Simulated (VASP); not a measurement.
# YCdC4N4 (P-43m) in VASP: notebook, part 2 of 2

VASP 6.6.1. Earlier steps stand in the parts before.

## (3) Single point, PBE, collinear spin, ferromagnetic start

The input, INCAR:

```
PREC = Accurate ; ENCUT = 520
EDIFF = 1E-6 ; ISMEAR = 0
SIGMA = 0.1 ; LREAL = F
LASPH = T ; NELM = 150
ALGO = Normal ; ISIF = 2
LWAVE = F ; LCHARG = F
ISPIN = 2 ; MAGMOM = 0 0 1 1 1 1 1 1 1 1
LORBIT = 11 ; LMAXMIX = 4
GGA = PE ; NBANDS = 44
```

The input, KPOINTS:

```
regular mesh
0
Gamma
  4 4 4
```

The input, POSCAR:

```
YCdC4N4
1.0
    6.6542172187      0.0000000000      0.0000000000
    0.0000000000      6.6542172187      0.0000000000
    0.0000000000      0.0000000000      6.6542172187
Y Cd C N
1 1 4 4
Direct
    0.0000000000      0.0000000000      0.0000000000
    0.5000000000      0.5000000000      0.5000000000
    0.2091566691      0.2091566691      0.2091566691
    0.2091566691      0.7908433309      0.7908433309
    0.7908433309      0.2091566691      0.7908433309
    0.7908433309      0.7908433309      0.2091566691
    0.3108593112      0.3108593112      0.3108593112
    0.3108593112      0.6891406888      0.6891406888
    0.6891406888      0.3108593112      0.6891406888
    0.6891406888      0.6891406888      0.3108593112
```

Potentials or basis: VASP PAW PBE potentials, release 64 (Y_sv, Cd, C, N).

Launch:

```bash
> cat potpaw_PBE.64/Y_sv/POTCAR potpaw_PBE.64/Cd/POTCAR potpaw_PBE.64/C/POTCAR potpaw_PBE.64/N/POTCAR > POTCAR
> mpirun -np 1 vasp_std > vasp.out
```

OUTCAR:

```text
PREC = Accurate
   ENCUT = 520
   EDIFF = 1E-6
   ISMEAR = 0
   LREAL = F
   LASPH = T
   NELM = 150
   ISIF = 2
   ISPIN = 2
   LORBIT = 11
   GGA = PE

 ion  position               nearest neighbor table
   1  0.000  0.000  0.000-   3 2.41   4 2.41   5 2.41   6 2.41
   2  0.500  0.500  0.500-   7 2.18   8 2.18   9 2.18  10 2.18
   3  0.209  0.209  0.209-   7 1.17   1 2.41
   4  0.209  0.791  0.791-   8 1.17   1 2.41
   5  0.791  0.209  0.791-   9 1.17   1 2.41
   6  0.791  0.791  0.209-  10 1.17   1 2.41
   7  0.311  0.311  0.311-   3 1.17   2 2.18
   8  0.311  0.689  0.689-   4 1.17   2 2.18
   9  0.689  0.311  0.689-   5 1.17   2 2.18
  10  0.689  0.689  0.311-   6 1.17   2 2.18

  LATTYP: Found a simple cubic cell.
 ALAT       =     6.6542172187

  Lattice vectors:

 A1 = (   6.6542172187,   0.0000000000,   0.0000000000)
 A2 = (   0.0000000000,   6.6542172187,   0.0000000000)
 A3 = (   0.0000000000,   0.0000000000,   6.6542172187)

Analysis of symmetry for initial positions (statically):
=====================================================================
 Subroutine PRICEL returns:
 Original cell was already a primitive cell.

 Routine SETGRP: Setting up the symmetry group for a
 simple cubic supercell.

 Subroutine GETGRP returns: Found 24 space group operations
 (whereof 24 operations were pure point group operations)
 out of a pool of 48 trial point group operations.

The static configuration has the point symmetry T_d .

Analysis of symmetry for dynamics (positions and initial velocities):
=====================================================================
 Subroutine PRICEL returns:
 Original cell was already a primitive cell.

 Routine SETGRP: Setting up the symmetry group for a
 simple cubic supercell.

 Subroutine GETGRP returns: Found 24 space group operations
 (whereof 24 operations were pure point group operations)
 out of a pool of 48 trial point group operations.

The dynamic configuration has the point symmetry T_d .

Analysis of structural, dynamic, and magnetic symmetry:
=====================================================================
 Subroutine PRICEL returns:
 Original cell was already a primitive cell.

 Routine SETGRP: Setting up the symmetry group for a
 simple cubic supercell.

 Subroutine GETGRP returns: Found 24 space group operations
 (whereof 24 operations were pure point group operations)
 out of a pool of 48 trial point group operations.

The overall configuration has the point symmetry T_d .

 Subroutine INISYM returns: Found 24 space group operations
 (whereof 24 operations are pure point group operations),
 and found     1 'primitive' translations

----------------------------------------------------------------------------------------

                                     Primitive cell

  volume of cell :     294.6395

  direct lattice vectors                    reciprocal lattice vectors
     6.654217219  0.000000000  0.000000000     0.150280637  0.000000000  0.000000000
     0.000000000  6.654217219  0.000000000     0.000000000  0.150280637  0.000000000
     0.000000000  0.000000000  6.654217219     0.000000000  0.000000000  0.150280637

  length of vectors
     6.654217219  6.654217219  6.654217219     0.150280637  0.150280637  0.150280637

  position of ions in fractional coordinates (direct lattice)
[... 104 lines left out ...]
   LORBIT       =     11    0 simple, 1 ext, 2 COOP (PROOUT), +10 PAW based schemes
   GGA     = PE    functional components
   LHFCALC =     F    Hartree Fock is set to
   AEXX    =    0.0000 exact exchange contribution
   IVDW    =     0    specifies the selected vdW correction
   LEPSILON=     F    determine dielectric tensor
   LRPA    =     F    only Hartree local field effects (RPA)
 spin polarized calculation
 Gauss-broadening in eV      SIGMA  =   0.10
  energy-cutoff  :      520.00
  volume of cell :      294.64
 maximum number of plane-waves:      8025
 NGX is ok and might be reduce to    50
   NGX = 25   NGY = 25   NGZ = 25

 number of electron      58.9999995 magnetization       1.0001945

 Free energy of the ion-electron system (eV)
  ---------------------------------------------------
  ext. energy  EPLUGINS =         0.00000000
  ---------------------------------------------------
  free energy    TOTEN  =       -74.85339236 eV

  energy without entropy =      -74.80480523  energy(sigma->0) =      -74.82909879

 E-fermi :   0.2341     XC(G=0):  -6.1028

 val. band max:        0.2326773525   @ k =   0.2500   0.2500   0.2500
 cond. band min:       0.2425418884   @ k =   0.2500   0.2500   0.0000
 fundamental gap:      0.0098645359
 Fermi energy:         0.2340820981

 spin component 1

 k-point     1 :       0.0000    0.0000    0.0000
  band No.  band energies     occupation
      1     -43.6164      1.00000
      2     -23.7071      1.00000
      3     -23.7071      1.00000
      4     -23.7071      1.00000
      5     -19.4017      1.00000
      6     -19.3522      1.00000
[... 429 lines left out ...]
     40       3.7254      0.00000
     41       3.7254      0.00000
 Fermi energy:         0.2340820981

 spin component 2

 k-point     1 :       0.0000    0.0000    0.0000
  band No.  band energies     occupation
      1     -43.4019      1.00000
      2     -23.4322      1.00000
      3     -23.4322      1.00000
      4     -23.4322      1.00000
      5     -19.3586      1.00000
      6     -19.3093      1.00000
[... 429 lines left out ...]
     40       3.7758      0.00000
     41       3.7758      0.00000
 [bands above 41 left out]

------------------------ aborting loop because EDIFF is reached ----------------------------------------

  FORCE on cell =-STRESS in cart. coord.  units (eV):
  Direction    XX          YY          ZZ          XY          YZ          ZX
  --------------------------------------------------------------------------------------
  -------------------------------------------------------------------------------------
  Total        0.9781616      0.9781616      0.9781616      0.0000000      0.0000000      0.0000000
  in kB        5.3190036      5.3190036      5.3190036      0.0000000      0.0000000      0.0000000
  external PRESSURE =       5.3190036 kB  Pullay stress =       0.0000000 kB

 VOLUME and BASIS-vectors are now :
 -----------------------------------------------------------------------------
  energy-cutoff  :      520.00
  volume of cell :      294.64
      direct lattice vectors                 reciprocal lattice vectors
     6.654217219  0.000000000  0.000000000     0.150280637  0.000000000  0.000000000
     0.000000000  6.654217219  0.000000000     0.000000000  0.150280637  0.000000000
     0.000000000  0.000000000  6.654217219     0.000000000  0.000000000  0.150280637

 POSITION                                       TOTAL-FORCE (eV/Angst)
 -----------------------------------------------------------------------------------
      0.00000      0.00000      0.00000         0.000000      0.000000      0.000000
      3.32711      3.32711      3.32711         0.000000      0.000000      0.000000
      1.39177      1.39177      1.39177        -0.178677     -0.178677     -0.178677
      1.39177      5.26244      5.26244        -0.178677      0.178677      0.178677
      5.26244      1.39177      5.26244         0.178677     -0.178677      0.178677
      5.26244      5.26244      1.39177         0.178677      0.178677     -0.178677
      2.06853      2.06853      2.06853         0.144539      0.144539      0.144539
      2.06853      4.58569      4.58569         0.144539     -0.144539     -0.144539
      4.58569      2.06853      4.58569        -0.144539      0.144539     -0.144539
      4.58569      4.58569      2.06853        -0.144539     -0.144539      0.144539
 -----------------------------------------------------------------------------------
    total drift:                               -0.000000     -0.000000     -0.000000

  FREE ENERGIE OF THE ION-ELECTRON SYSTEM (eV)
  ---------------------------------------------------
  free  energy   TOTEN  =       -74.8533923564 eV

  energy  without entropy=      -74.8048052274  energy(sigma->0) =      -74.82909879

 total charge

# of ion       s       p       d       f       tot
--------------------------------------------------
    1        2.184   6.303   1.026   0.048   9.561
    2        0.324   0.330   9.612   0.000  10.267
    3        0.968   1.613   0.000   0.000   2.581
    4        0.968   1.613   0.000   0.000   2.581
    5        0.968   1.613   0.000   0.000   2.581
    6        0.968   1.613   0.000   0.000   2.581
    7        1.300   2.578   0.000   0.000   3.878
    8        1.300   2.578   0.000   0.000   3.878
    9        1.300   2.578   0.000   0.000   3.878
   10        1.300   2.578   0.000   0.000   3.878
--------------------------------------------------
tot         11.578  23.400  10.638   0.048  45.664

 magnetization (x)

# of ion       s       p       d       f       tot
--------------------------------------------------
    1        0.005   0.014   0.400   0.000   0.419
    2       -0.001   0.001   0.004   0.000   0.004
    3       -0.002   0.006   0.000   0.000   0.004
    4       -0.002   0.006   0.000   0.000   0.004
    5       -0.002   0.006   0.000   0.000   0.004
    6       -0.002   0.006   0.000   0.000   0.004
    7        0.001   0.037   0.000   0.000   0.038
    8        0.001   0.037   0.000   0.000   0.038
    9        0.001   0.037   0.000   0.000   0.038
   10        0.001   0.037   0.000   0.000   0.038
--------------------------------------------------
tot         -0.001   0.185   0.405   0.000   0.589
```

Run time: 8.5 min. Hardware: 1 thread of Intel Xeon 8259CL, shared host; peak memory 0.56 GiB.

Results:

| Item | Value |
| --- | --- |
| Free energy | -74.8534 eV |
| Pressure | 0.5 GPa |
| Largest force | 0.309 eV/Å |
| Band gap on the k mesh | zero (filled and empty bands overlap) |
| Net moment | 1.00 μB per cell |
| Site moments | Y +0.42; Cd +0.00; C +0.00; N +0.04 μB |
| Valence electrons inside the program's atomic spheres | Y 9.56; Cd 10.27; C 2.58; N 3.88 |

Forces in eV/Å, atoms in the order of the input:
```
Y    0.000  0.000  0.000
Cd   0.000  0.000  0.000
C   -0.179 -0.179 -0.179
C   -0.179  0.179  0.179
C    0.179 -0.179  0.179
C    0.179  0.179 -0.179
N    0.145  0.145  0.145
N    0.145 -0.145 -0.145
N   -0.145  0.145 -0.145
N   -0.145 -0.145  0.145
```

Levels at points of the mesh, in eV from the Fermi level:
Spin up:
```csv
k point,band 26,band 27,band 28,band 29,band 30,band 31,band 32,band 33,band 34,band 35
"(0.00, 0.00, 0.00)",-5.65,-5.13,-5.13,-5.13,-0.02,-0.02,0.45,0.45,0.45,2.14
"(0.50, 0.00, 0.00)",-5.65,-5.42,-5.19,-5.19,-0.04,0.01,0.53,0.76,0.76,2.24
"(0.50, 0.50, 0.00)",-5.54,-5.52,-5.20,-5.20,-0.10,0.13,0.75,0.75,0.87,2.18
"(0.50, 0.50, 0.50)",-5.59,-5.21,-5.21,-5.21,0.06,0.06,0.67,0.67,0.67,2.30
```
Spin down:
```
           k point  band 25  band 26  band 27  band 28  band 29  band 30  band 31  band 32  band 33  band 34
(0.00, 0.00, 0.00)    -5.58    -5.58    -5.06    -5.06    -5.06     0.40     0.40     0.60     0.60     0.60
(0.50, 0.00, 0.00)    -5.57    -5.57    -5.33    -5.13    -5.13     0.37     0.44     0.69     0.93     0.93
(0.50, 0.50, 0.00)    -5.57    -5.47    -5.44    -5.13    -5.13     0.30     0.57     0.92     0.92     1.04
(0.50, 0.50, 0.50)    -5.52    -5.52    -5.14    -5.14    -5.14     0.49     0.49     0.85     0.85     0.85
```
